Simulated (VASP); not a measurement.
# Pb (P6/mmm) in VASP: a series of runs, part 2 of 2

VASP 6.6.1. Earlier steps stand in the parts before.

## Step 3: Single point, PBE (30.69 Å³/atom)

This run uses another cell than the first one, of 30.69 Å³/atom.

The input, POSCAR:

```
Pb
1.0
    5.6582354336      0.0000000000      0.0000000000
   -2.8291177168      4.9001756261      0.0000000000
    0.0000000000      0.0000000000      3.3203295730
Pb
3
Direct
    0.0000000000      0.0000000000      0.0000000000
    0.3333333333      0.6666666667      0.5000000000
    0.6666666667      0.3333333333      0.5000000000
```

The input, INCAR.step1:

```
SYSTEM = Pb
PREC     = Accurate       ! precision mode
ENCUT    = 520            ! plane-wave cutoff, eV
EDIFF    = 1E-6           ! SCF threshold, eV
ISMEAR   = -1             ! smearing method
SIGMA    = 0.08           ! smearing width, eV
LREAL    = .False.        ! projectors in reciprocal space
LASPH    = .True.         ! aspherical terms in the spheres
NELM     = 80             ! most SCF steps
ALGO     = Normal         ! electronic algorithm
ISIF     = 2              ! what is computed and relaxed
LWAVE    = .False.        ! write WAVECAR
LCHARG   = .True.         ! write CHGCAR
GGA      = PE             ! functional
NBANDS   = 28             ! bands
```

The input, KPOINTS.step1:

```
Automatic mesh
0
Gamma
  7 7 10
  0 0 0
```

The input, INCAR.step2:

```
SYSTEM = Pb
PREC     = Accurate       ! precision mode
ENCUT    = 520            ! plane-wave cutoff, eV
EDIFF    = 1E-6           ! SCF threshold, eV
ISMEAR   = -5             ! smearing method
SIGMA    = 0.08           ! smearing width, eV
LREAL    = .False.        ! projectors in reciprocal space
LASPH    = .True.         ! aspherical terms in the spheres
NELM     = 80             ! most SCF steps
ALGO     = Normal         ! electronic algorithm
ISIF     = 2              ! what is computed and relaxed
LWAVE    = .False.        ! write WAVECAR
LCHARG   = .False.        ! write CHGCAR
GGA      = PE             ! functional
LORBIT   = 11             ! projections on sites
NBANDS   = 28             ! bands
NEDOS    = 1001           ! points of the DOS
ICHARG   = 11             ! starting density
```

The input, KPOINTS.step2:

```
Automatic mesh
0
Gamma
  11 11 15
  0 0 0
```

Potentials or basis: VASP PAW PBE potentials, release 64 (Pb_d).

Launch:

```console
cat potpaw_PBE.64/Pb_d/POTCAR > POTCAR
cp INCAR.step1 INCAR
cp KPOINTS.step1 KPOINTS
mpirun -np 1 vasp_std > vasp.out
cp INCAR.step2 INCAR
cp KPOINTS.step2 KPOINTS
mpirun -np 1 vasp_std > vasp.out
```

OUTCAR:

```text
SYSTEM = Pb
   PREC = Accurate
   ENCUT = 520
   EDIFF = 1E-6
   ISMEAR = -5
   LREAL = .False.
   LASPH = .True.
   NELM = 80
   ISIF = 2
   GGA = PE
   LORBIT = 11
   ICHARG = 11

 ion  position               nearest neighbor table
   1  0.000  0.000  0.000-   2 3.66   3 3.66   2 3.66   3 3.66   3 3.66   3 3.66   2 3.66   2 3.66
                             3 3.66   3 3.66   2 3.66   2 3.66
   2  0.333  0.667  0.500-   3 3.27   3 3.27   3 3.27   1 3.66   1 3.66   1 3.66   1 3.66   1 3.66
                             1 3.66
   3  0.667  0.333  0.500-   2 3.27   2 3.27   2 3.27   1 3.66   1 3.66   1 3.66   1 3.66   1 3.66
                             1 3.66

  LATTYP: Found a hexagonal cell.
 ALAT       =     5.6582354336
 C/A-ratio  =     0.5868136121

  Lattice vectors:

 A1 = (   5.6582354336,   0.0000000000,   0.0000000000)
 A2 = (  -2.8291177168,   4.9001756261,   0.0000000000)
 A3 = (   0.0000000000,   0.0000000000,   3.3203295730)

Analysis of symmetry for initial positions (statically):
=====================================================================
 Subroutine PRICEL returns:
 Original cell was already a primitive cell.

 Routine SETGRP: Setting up the symmetry group for a
 hexagonal supercell.

 Subroutine GETGRP returns: Found 24 space group operations
 (whereof 24 operations were pure point group operations)
 out of a pool of 24 trial point group operations.

The static configuration has the point symmetry D_6h.

Analysis of symmetry for dynamics (positions and initial velocities):
=====================================================================
 Subroutine PRICEL returns:
 Original cell was already a primitive cell.

 Routine SETGRP: Setting up the symmetry group for a
 hexagonal supercell.

 Subroutine GETGRP returns: Found 24 space group operations
 (whereof 24 operations were pure point group operations)
 out of a pool of 24 trial point group operations.

The dynamic configuration has the point symmetry D_6h.

 Subroutine INISYM returns: Found 24 space group operations
 (whereof 24 operations are pure point group operations),
 and found     1 'primitive' translations

----------------------------------------------------------------------------------------

                                     Primitive cell

  volume of cell :      92.0606

  direct lattice vectors                    reciprocal lattice vectors
     5.658235434  0.000000000  0.000000000     0.176733544  0.102037159  0.000000000
    -2.829117717  4.900175626  0.000000000     0.000000000  0.204074318  0.000000000
     0.000000000  0.000000000  3.320329573     0.000000000  0.000000000  0.301174922

  length of vectors
     5.658235434  5.658235434  3.320329573     0.204074318  0.204074318  0.301174922

  position of ions in fractional coordinates (direct lattice)
     0.000000000  0.000000000  0.000000000
     0.333333333  0.666666667  0.500000000
     0.666666667  0.333333333  0.500000000

  ion indices of the primitive-cell ions
   primitive index   ion index
                 1           1
                 2           2
                 3           3

----------------------------------------------------------------------------------------

 KPOINTS: Automatic mesh

Automatic generation of k-mesh.
[... 48 lines left out ...]
  0.181818  0.090909  0.066667     24.000000
 [... further k-points ...]
   k-points           NKPTS =    128   k-points in BZ     NKDIM =    128   number of bands    NBANDS=     28
   number of dos      NEDOS =   1001   number of ions     NIONS =      3
   total plane-waves  NPLWV =  49392
   dimension x,y,z NGX =    42 NGY =   42 NGZ =   28
   dimension x,y,z NGXF=    84 NGYF=   84 NGZF=   56
   ions per type =               3
   NGX,Y,Z   is equivalent  to a cutoff of  12.34, 12.34, 14.02 a.u.
   NGXF,Y,Z  is equivalent  to a cutoff of  24.68, 24.68, 28.04 a.u.
 SYSTEM =  Pb
   PREC   = accura    normal or accurate (medium, high low for compatibility)
   ISTART =      0    job   : 0-new  1-cont  2-samecut
   ICHARG =     11    charge: 1-file 2-atom 10-const
   ISPIN  =      1    spin polarized calculation?
   LNONCOLLINEAR =      F non collinear calculations
   LSORBIT =      F    spin-orbit coupling
   LASPH  =      T    aspherical Exc in radial PAW
   ENCUT  =  520.0 eV  38.22 Ry    6.18 a.u.  10.52 10.52  6.17*2*pi/ulx,y,z
   NELM   =     80;   NELMIN=  2; NELMDL=  0     # of ELM steps
   EDIFF  = 0.1E-05   stopping-criterion for ELM
   LREAL  =      F    real-space projection
   EDIFFG = 0.1E-04   stopping-criterion for IOM
   NSW    =      0    number of steps for IOM
   IBRION =     -1    ionic relax: 0-MD 1-quasi-New 2-CG
   NFREE  =      0    steps in history (QN), initial steepest desc. (CG)
   ISIF   =      2    stress and relaxation
   ISYM   =      2    0-nonsym 1-usesym 2-fastsym
   POTIM  = 0.5000    time-step for ionic-motion
   TEBEG  =    0.0;   TEEND  =   0.0 temperature during run
   PSTRESS=    0.0 pullay stress
   NELECT =      42.0000    total number of electrons
   NUPDOWN=      -1.0000    fix difference up-down
   EMIN   =  10.00;   EMAX   =-10.00  energy-range for DOS
   EFERMI =   0.00;   METHOD = LEGACY
   ISMEAR =    -5;   SIGMA  =   0.08  broadening in eV -4-tet -1-fermi 0-gaus
   EFERMI_NEDOS =   21; number of points for ismear=-14 and -15
   IALGO  =     38    algorithm
   IMIX   =      4    mixing-type and parameters
     AMIX     =   0.40;   BMIX     =  1.00
     AMIX_MAG =   1.60;   BMIX_MAG =  1.00
  volume/ion in A,a.u.               =      30.69       207.09
  Fermi-wavevector in a.u.,A,eV,Ry     =   1.260279  2.381582 21.610171  1.588303
  Thomas-Fermi vector in A             =   2.393796
   LORBIT       =     11    0 simple, 1 ext, 2 COOP (PROOUT), +10 PAW based schemes
   GGA     = PE    functional components
   LHFCALC =     F    Hartree Fock is set to
   AEXX    =    0.0000 exact exchange contribution
   IVDW    =     0    specifies the selected vdW correction
   LEPSILON=     F    determine dielectric tensor
   LRPA    =     F    only Hartree local field effects (RPA)
 non-spin polarized calculation
 Fermi weights with tetrahedron method with Bloechl corrections
  energy-cutoff  :      520.00
  volume of cell :       92.06
 maximum number of plane-waves:      2508
 NGX is ok and might be reduce to    42

 number of electron      41.9999985 magnetization

 Free energy of the ion-electron system (eV)
  ---------------------------------------------------
  ext. energy  EPLUGINS =         0.00000000
  ---------------------------------------------------
  free energy    TOTEN  =       -10.51278251 eV

  energy without entropy =      -10.51278251  energy(sigma->0) =      -10.51278251

 E-fermi :   7.1259     XC(G=0): -10.1200

 val. band max:        7.3167961204   @ k =   0.4545   0.0909   0.1333
 cond. band min:       6.9574263229   @ k =   0.1818   0.1818   0.4000
 fundamental gap:     -0.3593697976
 Fermi energy:         7.1259258972

 k-point     1 :       0.0000    0.0000    0.0000
  band No.  band energies     occupation
      1     -10.1845      2.00000
      2     -10.0492      2.00000
      3      -9.9714      2.00000
      4      -9.9714      2.00000
      5      -9.9040      2.00000
      6      -9.8889      2.00000
[... 733 lines left out ...]
     27      13.8794      0.00000
     28      15.6571      0.00000

 [... further k-points ...]

------------------------ aborting loop because EDIFF is reached ----------------------------------------

  FORCE on cell =-STRESS in cart. coord.  units (eV):
  Direction    XX          YY          ZZ          XY          YZ          ZX
  --------------------------------------------------------------------------------------
  -------------------------------------------------------------------------------------
  Total        0.8431514      0.8431514      1.2786436      0.0000000      0.0000000      0.0000000
  in kB       14.6737901     14.6737901     22.2528805      0.0000000      0.0000000      0.0000000
  external PRESSURE =      17.2001536 kB  Pullay stress =       0.0000000 kB

 VOLUME and BASIS-vectors are now :
 -----------------------------------------------------------------------------
  energy-cutoff  :      520.00
  volume of cell :       92.06
      direct lattice vectors                 reciprocal lattice vectors
     5.658235434  0.000000000  0.000000000     0.176733544  0.102037159  0.000000000
    -2.829117717  4.900175626  0.000000000     0.000000000  0.204074318  0.000000000
     0.000000000  0.000000000  3.320329573     0.000000000  0.000000000  0.301174922

 POSITION                                       TOTAL-FORCE (eV/Angst)
 -----------------------------------------------------------------------------------
      0.00000      0.00000      0.00000        -0.000000      0.000000      0.000000
     -0.00000      3.26678      1.66016         0.000000      0.000000      0.000000
      2.82912      1.63339      1.66016        -0.000000     -0.000000      0.000000
 -----------------------------------------------------------------------------------
    total drift:                                0.000000      0.000000     -0.000000

  FREE ENERGIE OF THE ION-ELECTRON SYSTEM (eV)
  ---------------------------------------------------
  free  energy   TOTEN  =       -10.5127825113 eV

  energy  without entropy=      -10.5127825113  energy(sigma->0) =      -10.51278251

 total charge

# of ion       s       p       d       tot
------------------------------------------
    1        1.412   0.703   9.812  11.926
    2        1.386   0.781   9.808  11.975
    3        1.386   0.781   9.808  11.975
--------------------------------------------------
tot          4.184   2.264  29.428  35.876
```

Run time: 2.5 min. Hardware: 1 thread of Intel Xeon 6975P-C (Granite Rapids), shared host; peak memory 0.38 GiB.

Results:

```yaml
Valence_electrons_inside_the_program's_atomic_spheres: Pb 11.93, 11.97 (each value once)
```

Levels at points of the mesh, in eV from the Fermi level:
| k point | band 19 | band 20 | band 21 | band 22 | band 23 | band 24 |
| --- | --- | --- | --- | --- | --- | --- |
| (0.00, 0.00, 0.00) | -2.18 | -2.18 | -2.10 | -2.10 | 3.51 | 7.31 |

Caveat: spin-orbit coupling is left out, which moves the levels of the heavy elements.
